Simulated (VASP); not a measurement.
A run of VASP 6.6.1:

Contents of INCAR:

```
SYSTEM = Mo
PREC     = Accurate       ! precision mode
ENCUT    = 520            ! plane-wave cutoff, eV
EDIFF    = 1E-6           ! SCF threshold, eV
ISMEAR   = -1             ! smearing method
SIGMA    = 0.08           ! smearing width, eV
LREAL    = .FALSE.        ! projectors in reciprocal space
LASPH    = .TRUE.         ! aspherical terms in the spheres
NELM     = 60             ! most SCF steps
ALGO     = Normal         ! electronic algorithm
ISIF     = 2              ! what is computed and relaxed
LWAVE    = .FALSE.        ! write WAVECAR
LCHARG   = .FALSE.        ! write CHGCAR
GGA      = CA             ! functional
NBANDS   = 13             ! bands
```

KPOINTS

```
regular mesh
0
G
  17 17 17
  0 0 0
```

The input POSCAR:

```
Mo
1.0
   -1.4910535553      1.4910535553      1.4910535553
    1.4910535553     -1.4910535553      1.4910535553
    1.4910535553      1.4910535553     -1.4910535553
Mo
1
Direct
    0.0000000000      0.0000000000      0.0000000000
```

Potentials or basis: VASP PAW LDA potentials, release 64 (Mo_sv).

The run is started by

```sh
$ cat potpaw_LDA.64/Mo_sv/POTCAR > POTCAR
$ mpirun -np 1 vasp_std > vasp.out
```

Hardware: 1 thread of Intel(R) Xeon(R) 6975P-C (Granite Rapids), with other jobs on the host.

Q: Estimate the wall time of this run.

A: Wall time 8 s on 1 thread of Intel(R) Xeon(R) 6975P-C (Granite Rapids), with other jobs on the host, peak memory 0.14 GiB. Counts: scf iterations 11, k points 165.
